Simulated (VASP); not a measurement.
# InP in VASP: further runs

InP is run at these levels: PBE; tasks: single point.

Program: VASP 6.6.1. These are calculated values, not measurements. Logs are shortened: lines on timing, memory, paths and dates and some standing lists are left out, and cuts for length are marked.

## (1) The cell of the first run

The cell holds a slab with vacuum, 4 atoms: a = 4.144 Å, b = 4.144 Å, c = 16.230 Å, α = 90.00°, β = 90.00°, γ = 60.00°.

## (2) Single point, PBE

INCAR reads:

```
PREC     = Accurate       # precision mode
ENCUT    = 520            # plane-wave cutoff, eV
EDIFF    = 1E-6           # SCF threshold, eV
ISMEAR   = -1             # smearing method
SIGMA    = 0.1            # smearing width, eV
LREAL    = False          # projectors in reciprocal space
LASPH    = True           # aspherical terms in the spheres
NELM     = 80             # most SCF steps
ALGO     = Normal         # electronic algorithm
ISIF     = 2              # what is computed and relaxed
LWAVE    = False          # write WAVECAR
LCHARG   = False          # write CHGCAR
LDIPOL   = True         
IDIPOL   = 3            
DIPOL    = 0.5 0.5 0.500
GGA      = PE             # functional
NBANDS   = 26             # bands
```

KPOINTS reads:

```
Automatic mesh
0
Gamma
  4 4 1
```

POSCAR reads:

```
InP
1.0
    4.1443528445      0.0000000000      0.0000000000
    2.0721764223      3.5891148456      0.0000000000
    0.0000000000      0.0000000000     16.2298124097
In P
2 2
Direct
    0.0000000000      0.0000000000      0.3696900401
    0.3333333333      0.3333333333      0.5781859760
    0.3333333333      0.3333333333      0.4218140240
    0.6666666667      0.6666666667      0.6303099599
```

Potentials or basis: VASP PAW PBE potentials, release 64 (In_d, P).

Command:

```bash
cat potpaw_PBE.64/In_d/POTCAR potpaw_PBE.64/P/POTCAR > POTCAR
mpirun -np 1 vasp_std > vasp.out
```

OUTCAR:

```text
PREC = Accurate
   ENCUT = 520
   EDIFF = 1E-6
   ISMEAR = -1
   LREAL = False
   LASPH = True
   NELM = 80
   ISIF = 2
   GGA = PE

 ion  position               nearest neighbor table
   1  0.000  0.000  0.370-   3 2.54   3 2.54   3 2.54
   2  0.333  0.333  0.578-   4 2.54   4 2.54   4 2.54   3 2.54
   3  0.333  0.333  0.422-   1 2.54   1 2.54   1 2.54   2 2.54
   4  0.667  0.667  0.630-   2 2.54   2 2.54   2 2.54

  LATTYP: Found a hexagonal cell.
 ALAT       =     4.1443528445
 C/A-ratio  =     3.9161270815

  Lattice vectors:

 A1 = (  -2.0721764223,  -3.5891148456,   0.0000000000)
 A2 = (   4.1443528445,   0.0000000000,   0.0000000000)
 A3 = (   0.0000000000,   0.0000000000,  16.2298124097)

Analysis of symmetry for initial positions (statically):
=====================================================================
 Subroutine PRICEL returns:
 Original cell was already a primitive cell.

 Routine SETGRP: Setting up the symmetry group for a
 hexagonal supercell.

 Subroutine GETGRP returns: Found  6 space group operations
 (whereof  6 operations were pure point group operations)
 out of a pool of 24 trial point group operations.

The static configuration has the point symmetry C_3v.

Analysis of symmetry for dynamics (positions and initial velocities):
=====================================================================
 Subroutine PRICEL returns:
 Original cell was already a primitive cell.

 Routine SETGRP: Setting up the symmetry group for a
 hexagonal supercell.

 Subroutine GETGRP returns: Found  6 space group operations
 (whereof  6 operations were pure point group operations)
 out of a pool of 24 trial point group operations.

The dynamic configuration has the point symmetry C_3v.

 Subroutine INISYM returns: Found  6 space group operations
 (whereof  6 operations are pure point group operations),
 and found     1 'primitive' translations

----------------------------------------------------------------------------------------

                                     Primitive cell

  volume of cell :     241.4113

  direct lattice vectors                    reciprocal lattice vectors
     4.144352845  0.000000000  0.000000000     0.241292196 -0.139310114  0.000000000
     2.072176422  3.589114846  0.000000000     0.000000000  0.278620229  0.000000000
     0.000000000  0.000000000 16.229812410     0.000000000  0.000000000  0.061615007

  length of vectors
     4.144352845  4.144352845 16.229812410     0.278620229  0.278620229  0.061615007

  position of ions in fractional coordinates (direct lattice)
     0.000000000  0.000000000  0.369690040
     0.333333333  0.333333333  0.578185976
     0.333333333  0.333333333  0.421814024
     0.666666667  0.666666667  0.630309960

  ion indices of the primitive-cell ions
   primitive index   ion index
                 1           1
                 2           2
                 3           3
                 4           4

----------------------------------------------------------------------------------------

 KPOINTS: Automatic mesh

Automatic generation of k-mesh.
 Grid dimensions read from file:
 generate k-points for:    4    4    1

 Generating k-lattice:

  Cartesian coordinates                     Fractional coordinates (reciprocal lattice)
     0.060323049 -0.034827529  0.000000000     0.250000000  0.000000000  0.000000000
     0.000000000  0.069655057  0.000000000     0.000000000  0.250000000  0.000000000
     0.000000000  0.000000000  0.061615007     0.000000000  0.000000000  1.000000000

  Length of vectors
     0.069655057  0.069655057  0.061615007

  Shift w.r.t. Gamma in fractional coordinates (k-lattice)
     0.000000000  0.000000000  0.000000000

 Subroutine IBZKPT returns following result:
 ===========================================

 Found      4 irreducible k-points:

 Following reciprocal coordinates:
            Coordinates               Weight
  0.000000  0.000000  0.000000      1.000000
  0.250000 -0.000000  0.000000      6.000000
  0.500000 -0.000000  0.000000      3.000000
  0.500000  0.250000  0.000000      6.000000
   k-points           NKPTS =      4   k-points in BZ     NKDIM =      4   number of bands    NBANDS=     26
   number of dos      NEDOS =    301   number of ions     NIONS =      4
   total plane-waves  NPLWV = 129024
   dimension x,y,z NGX =    32 NGY =   32 NGZ =  126
   dimension x,y,z NGXF=    64 NGYF=   64 NGZF=  252
   ions per type =               2   2
   NGX,Y,Z   is equivalent  to a cutoff of  12.84, 12.84, 12.91 a.u.
   NGXF,Y,Z  is equivalent  to a cutoff of  25.67, 25.67, 25.81 a.u.
 SYSTEM =  unknown system
   PREC   = accura    normal or accurate (medium, high low for compatibility)
   ISTART =      0    job   : 0-new  1-cont  2-samecut
   ICHARG =      2    charge: 1-file 2-atom 10-const
   ISPIN  =      1    spin polarized calculation?
   LNONCOLLINEAR =      F non collinear calculations
   LSORBIT =      F    spin-orbit coupling
   LASPH  =      T    aspherical Exc in radial PAW
   ENCUT  =  520.0 eV  38.22 Ry    6.18 a.u.   7.71  7.71 30.18*2*pi/ulx,y,z
   NELM   =     80;   NELMIN=  2; NELMDL= -5     # of ELM steps
   EDIFF  = 0.1E-05   stopping-criterion for ELM
   LREAL  =      F    real-space projection
   EDIFFG = 0.1E-04   stopping-criterion for IOM
   NSW    =      0    number of steps for IOM
   IBRION =     -1    ionic relax: 0-MD 1-quasi-New 2-CG
   NFREE  =      0    steps in history (QN), initial steepest desc. (CG)
   ISIF   =      2    stress and relaxation
   ISYM   =      2    0-nonsym 1-usesym 2-fastsym
   POTIM  = 0.5000    time-step for ionic-motion
   TEBEG  =    0.0;   TEEND  =   0.0 temperature during run
   PSTRESS=    0.0 pullay stress
   NELECT =      36.0000    total number of electrons
   NUPDOWN=      -1.0000    fix difference up-down
   EMIN   =  10.00;   EMAX   =-10.00  energy-range for DOS
   EFERMI =   0.00;   METHOD = LEGACY
   ISMEAR =    -1;   SIGMA  =   0.10  broadening in eV -4-tet -1-fermi 0-gaus
   EFERMI_NEDOS =   21; number of points for ismear=-14 and -15
   IALGO  =     38    algorithm
   IMIX   =      4    mixing-type and parameters
     AMIX     =   0.40;   BMIX     =  1.00
     AMIX_MAG =   1.60;   BMIX_MAG =  1.00
  volume/ion in A,a.u.               =      60.35       407.28
  Fermi-wavevector in a.u.,A,eV,Ry     =   0.868140  1.640547 10.254265  0.753667
  Thomas-Fermi vector in A             =   1.986776
   LORBIT       =      0    0 simple, 1 ext, 2 COOP (PROOUT), +10 PAW based schemes
   GGA     = PE    functional components
   LHFCALC =     F    Hartree Fock is set to
   AEXX    =    0.0000 exact exchange contribution
   IVDW    =     0    specifies the selected vdW correction
   LEPSILON=     F    determine dielectric tensor
   LRPA    =     F    only Hartree local field effects (RPA)
 non-spin polarized calculation
  energy-cutoff  :      520.00
  volume of cell :      241.41
 maximum number of plane-waves:      6520
 NGX is ok and might be reduce to    32
   NGX = 15   NGY = 15   NGZ = 61

 number of electron      36.0000004 magnetization

 dipolmoment           0.000000      0.000000      0.197027 electrons x Angstroem

 Free energy of the ion-electron system (eV)
  ---------------------------------------------------
  ext. energy  EPLUGINS =         0.00000000
  ---------------------------------------------------
  free energy    TOTEN  =       -15.01036897 eV

  energy without entropy =      -14.94919738  energy(sigma->0) =      -14.97978317

 E-fermi :  -0.2678     XC(G=0):  -4.7110

 val. band max:       -0.2916584859   @ k =   0.0000   0.0000   0.0000
 cond. band min:      -0.0747480068   @ k =   0.5000   0.2500   0.0000
 fundamental gap:      0.2169104792
 Fermi energy:        -0.2678121304

 k-point     1 :       0.0000    0.0000    0.0000
  band No.  band energies     occupation
      1     -15.4150      2.00000
      2     -15.3410      2.00000
      3     -15.3410      2.00000
      4     -15.2351      2.00000
      5     -15.2351      2.00000
      6     -14.5359      2.00000
[... 18 lines left out ...]
     25       4.6366      0.00000
     26       4.6903      0.00000

 k-point     2 :       0.2500   -0.0000    0.0000
  band No.  band energies     occupation
      1     -15.4412      2.00000
      2     -15.3407      2.00000
      3     -15.3304      2.00000
      4     -15.2430      2.00000
      5     -15.2110      2.00000
      6     -14.5072      2.00000
[... 18 lines left out ...]
     25       4.6101      0.00000
     26       5.4133      0.00000

 k-point     3 :       0.5000   -0.0000    0.0000
  band No.  band energies     occupation
      1     -15.4832      2.00000
      2     -15.3264      2.00000
      3     -15.3257      2.00000
      4     -15.2469      2.00000
      5     -15.1803      2.00000
      6     -14.4904      2.00000
[... 18 lines left out ...]
     25       5.3478      0.00000
     26       6.1631      0.00000

 k-point     4 :       0.5000    0.2500    0.0000
  band No.  band energies     occupation
      1     -15.4702      2.00000
      2     -15.3345      2.00000
      3     -15.3221      2.00000
      4     -15.2412      2.00000
      5     -15.1961      2.00000
      6     -14.4750      2.00000
[... 18 lines left out ...]
     25       5.1435      0.00000
     26       5.5083      0.00000

------------------------ aborting loop because EDIFF is reached ----------------------------------------

 vacuum level on the upper side and lower side of the slab       (xc-potential included)         1.004        -1.411

  FORCE on cell =-STRESS in cart. coord.  units (eV):
  Direction    XX          YY          ZZ          XY          YZ          ZX
  --------------------------------------------------------------------------------------
  -------------------------------------------------------------------------------------
  Total        1.1097350      1.1097350      2.1219976      0.0000000     -0.0000000     -0.0000000
  in kB        7.3649920      7.3649920     14.0830882      0.0000000     -0.0000000     -0.0000000
  external PRESSURE =       9.6043574 kB  Pullay stress =       0.0000000 kB

 VOLUME and BASIS-vectors are now :
 -----------------------------------------------------------------------------
  energy-cutoff  :      520.00
  volume of cell :      241.41
      direct lattice vectors                 reciprocal lattice vectors
     4.144352845  0.000000000  0.000000000     0.241292196 -0.139310114  0.000000000
     2.072176422  3.589114846  0.000000000     0.000000000  0.278620229  0.000000000
     0.000000000  0.000000000 16.229812410     0.000000000  0.000000000  0.061615007

 POSITION                                       TOTAL-FORCE (eV/Angst)
 -----------------------------------------------------------------------------------
      0.00000      0.00000      6.00000        -0.000000     -0.000000      0.218318
      2.07218      1.19637      9.38385         0.000000     -0.000000      1.044347
      2.07218      1.19637      6.84596        -0.000000      0.000000     -1.163724
      4.14435      2.39274     10.22981        -0.000000      0.000000     -0.098941
 -----------------------------------------------------------------------------------
    total drift:                                0.000000      0.000000     -0.000391

  FREE ENERGIE OF THE ION-ELECTRON SYSTEM (eV)
  ---------------------------------------------------
  free  energy   TOTEN  =       -15.0103689675 eV

  energy  without entropy=      -14.9491973774  energy(sigma->0) =      -14.97978317

 vacuum level on the upper side and lower side of the slab         5.202         2.709
```

Wall time 90 s (1 thread of Intel Xeon 6975P-C, shared host); peak memory 0.34 GiB.

What came out:

```
Free energy            : -15.0104 eV
Largest force          : 1.164 eV/Å
Band gap on the k mesh : 0.22 eV, indirect (least direct gap 0.52 eV)
```

Forces on the atoms (eV/Å):
```
In   0.000  0.000  0.218
In   0.000  0.000  1.044
P    0.000  0.000 -1.164
P    0.000  0.000 -0.099
```

Caveat: the k points lie up to 0.44 Å⁻¹ apart; spin-orbit coupling is left out, which moves the levels of the heavy elements.

## (3) Single point, PBE

INCAR reads:

```
SYSTEM = InP
  PREC = Accurate
  ENCUT = 520
  EDIFF = 1E-7
  ISMEAR = -1
  SIGMA = 0.1
  LREAL = .FALSE.
  LASPH = .TRUE.
  NELM = 60
  ALGO = Normal
  ISIF = 2
  LWAVE = .FALSE.
  LCHARG = .TRUE.
  LDIPOL = .TRUE.
  IDIPOL = 3
  DIPOL = 0.5 0.5 0.500
  GGA = PE
  LELF = .TRUE.
  LVHAR = .TRUE.
  LVACPOTAV = .TRUE.
  EFIELD = -0.1
  NBANDS = 26
```

KPOINTS reads:

```
Automatic mesh
0
G
  4 4 1
  0 0 0
```

POSCAR is that of step 2.

Potentials or basis: VASP PAW PBE potentials, release 64 (In_d, P).

Command:

```bash
cat potpaw_PBE.64/In_d/POTCAR potpaw_PBE.64/P/POTCAR > POTCAR
mpirun -np 1 vasp_std > vasp.out
```

Wall time 2 min (1 thread of Intel Xeon 6975P-C, shared host); peak memory 0.34 GiB.

The run converged. Its results:

- Free energy: -14.9936 eV
- Largest force: 1.153 eV/Å
- Band gap on the k mesh: 0.21 eV, indirect (least direct gap 0.52 eV)

Forces on the atoms (eV/Å):
```
In   0.000  0.000  0.209
In   0.000  0.000  1.046
P    0.000  0.000 -1.153
P    0.000  0.000 -0.103
```

Levels at points of the mesh, in eV from the valence-band top:
| k point | band 14 | band 15 | band 16 | band 17 | band 18 | band 19 | band 20 | band 21 | band 22 | band 23 |
| --- | --- | --- | --- | --- | --- | --- | --- | --- | --- | --- |
| (0.00, 0.00, 0.00) | -1.84 | -1.39 | -1.39 | 0.00 | 0.00 | 0.52 | 1.18 | 2.05 | 3.43 | 3.83 |
| (0.50, 0.00, 0.00) | -5.39 | -2.78 | -2.60 | -1.20 | -1.03 | 0.38 | 1.59 | 2.63 | 3.40 | 4.68 |

Caveat: the k points lie up to 0.44 Å⁻¹ apart; spin-orbit coupling is left out, which moves the levels of the heavy elements.

## (4) Single point, PBE

INCAR reads:

```
SYSTEM = InP
  PREC = Accurate
  ENCUT = 520
  EDIFF = 1E-6
  ISMEAR = -1
  SIGMA = 0.1
  LREAL = .FALSE.
  LASPH = .TRUE.
  NELM = 60
  ALGO = Normal
  ISIF = 2
  LWAVE = .FALSE.
  LCHARG = .FALSE.
  LDIPOL = .TRUE.
  IDIPOL = 3
  DIPOL = 0.5 0.5 0.500
  GGA = PE
  NBANDS = 26
  EFIELD = -0.2
```

KPOINTS is that of step 3.

POSCAR is that of step 3.

Command:

```bash
cat potpaw_PBE.64/In_d/POTCAR potpaw_PBE.64/P/POTCAR > POTCAR
mpirun -np 1 vasp_std > vasp.out
```

It took 1.7 min on 1 thread of Intel Xeon 6975P-C, shared host; peak memory 0.34 GiB.

It converged, with:

```yaml
Free_energy: -14.9827 eV
Largest_force: 1.142 eV/Å
Band_gap_on_the_k_mesh: 0.20 eV, indirect (least direct gap 0.52 eV)
```

Forces on the atoms (eV/Å):
```
In   0.000  0.000  0.200
In   0.000  0.000  1.048
P    0.000  0.000 -1.142
P    0.000  0.000 -0.106
```

Levels at points of the mesh, in eV from the valence-band top:
```tsv
k point	band 15	band 16	band 17	band 18	band 19	band 20	band 21	band 22
(0.00, 0.00, 0.00)	-1.39	-1.39	0.00	0.00	0.52	1.16	2.03	3.26
(0.50, 0.00, 0.00)	-2.77	-2.60	-1.20	-1.03	0.38	1.59	2.63	3.39
```

Caveat: the k points lie up to 0.44 Å⁻¹ apart; spin-orbit coupling is left out, which moves the levels of the heavy elements.

## (5) Single point, PBE

INCAR reads:

```
ALGO = Normal
DIPOL = 0.5 0.5 0.500
EDIFF = 1E-6
EFIELD = -0.3
ENCUT = 520
GGA = PE
IDIPOL = 3
ISIF = 2
ISMEAR = -1
LASPH = T
LCHARG = F
LDIPOL = T
LREAL = F
LWAVE = F
NBANDS = 26
NELM = 80
PREC = Accurate
SIGMA = 0.1
```

KPOINTS reads:

```
k-points
0
Gamma
  4 4 1
```

POSCAR is that of step 4.

Command:

```bash
cat potpaw_PBE.64/In_d/POTCAR potpaw_PBE.64/P/POTCAR > POTCAR
mpirun -np 1 vasp_std > vasp.out
```

It took 1.7 min on 1 thread of Intel Xeon 6975P-C, shared host; peak memory 0.34 GiB.

Results (log left out):

* Free energy: -14.9778 eV
* Largest force: 1.131 eV/Å
* Band gap on the k mesh: 0.19 eV, indirect (least direct gap 0.52 eV)

Forces in eV/Å, atoms in the order of the input:
```
In   0.000  0.000  0.190
In   0.000  0.000  1.050
P    0.000  0.000 -1.131
P    0.000  0.000 -0.108
```

Levels at points of the mesh, in eV from the valence-band top:
```tsv
k point	band 14	band 15	band 16	band 17	band 18	band 19	band 20	band 21	band 22	band 23
(0.00, 0.00, 0.00)	-1.84	-1.38	-1.38	0.00	0.00	0.52	1.14	2.00	3.09	3.84
(0.50, 0.00, 0.00)	-5.39	-2.77	-2.59	-1.20	-1.03	0.38	1.59	2.63	3.38	4.57
```

Caveat: the k points lie up to 0.44 Å⁻¹ apart; spin-orbit coupling is left out, which moves the levels of the heavy elements.

## (6) Summary

```csv
electric field (eV/Å),gap on the mesh (eV),largest force (eV/Å)
-,0.22,1.16
0.1,0.21,1.15
0.2,0.20,1.14
0.3,0.19,1.13
```

Alike in all rows: task single point; level PBE; potentials or basis VASP PAW PBE potentials, release 64 (In_d, P); no spin polarisation; cell as given; k mesh 4 × 4 × 1; cutoff (eV) 520; smearing fermi-dirac 0.1 eV.

Caveats: all runs use coarse meshes; spin-orbit coupling is left out, which moves the levels of the heavy elements.

Total energies depend on the potentials used, so only differences within one code and one set of settings carry meaning.
